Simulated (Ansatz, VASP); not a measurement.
# C: VASP beside Ansatz

```xyz
10
Lattice="1.2220 0.7055 10.9199 -1.2220 0.7055 10.9199 0.0000 -1.4110 10.9199" Properties=species:S:1:pos:R:3 pbc="T T T"
C     0.0000    0.0000    0.8133
C     0.0000    0.0000   31.9465
C     0.0000    0.0000    3.5604
C     0.0000    0.0000   29.1994
C     0.0000    0.0000    5.1881
C     0.0000    0.0000   27.5717
C     0.0000    0.0000   12.2803
C     0.0000    0.0000   20.4795
C     0.0000    0.0000   13.9334
C     0.0000    0.0000   18.8264
```

Alike in both runs: task single point; functional PBE; k mesh 12 × 12 × 12; occupations gaussian, width 0.05 eV; no spin polarisation.

```csv
,VASP,Ansatz
version,VASP 6.6.1,Ansatz 0.2.0
potentials or method,"VASP PAW PBE potentials, release 64 (C), cutoff 520 eV","scalar-relativistic, plane waves, PAW"
valence electrons in the cell,40,40
```

VASP gave:

```
gap on the k mesh at the Fermi level (eV)                     : 3.33
least direct gap on the mesh (eV)                             : 3.33
pressure (GPa)                                                : 8.3
traceless stress, the component that is largest in VASP (GPa) : -62.99
rms of the force components (eV/Å)                            : 0.069
```

What did Ansatz give for the same quantities?

gap on the k mesh at the Fermi level (eV): 3.33; least direct gap on the mesh (eV): 3.33; pressure (GPa): 7.6; traceless stress, the component that is largest in VASP (GPa): -62.64; rms of the force components (eV/Å): 0.082.

Atom by atom the forces differ by 0.014 eV/Å (rms over components). The functional is the same, so the differences come from potentials, cutoffs and numerics.
